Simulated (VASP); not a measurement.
Runs of VASP 6.6.1 on H. It takes space group I4/mmm (No. 139, tetragonal). Conventional cell: a = 3.383 Å, b = 3.383 Å, c = 4.117 Å, α = 90.00°, β = 90.00°, γ = 90.00°. Within 1.0 Å of H (site symmetry 4mm) lie 1 H at 0.74 Å. 

```csv
level,cutoff (eV),gap on the mesh (eV),pressure (GPa),relaxed volume (Å³/atom)
PBE+D3(BJ),1230,8.96,0.1,(a)
r2SCAN,1350,10.21,0.0,14.65
RPBE,1230,9.53,-0.1,18.36
revPBE,1230,(b),0.0,19.73
```

Alike in all rows: task relaxation of cell and atoms; potentials or basis VASP PAW PBE potentials, release 64 (H_h); no spin polarisation; cell relaxed; k mesh 11 × 11 × 11; smearing fermi-dirac 0.05 eV.

Question: Estimate the missing entries.

Answer: (a) 11.80; (b) 9.76.

Caveats: the volume moved by over 15 % at a fixed basis, so the end points are rough (at least some runs); the PAW data sets were made with another functional, which shifts forces and pressure a little (at least some runs); this functional lacks dispersion, which holds the molecules together, so the pressure and a relaxed volume are unreliable (at least some runs).

A k mesh can miss the band edges.
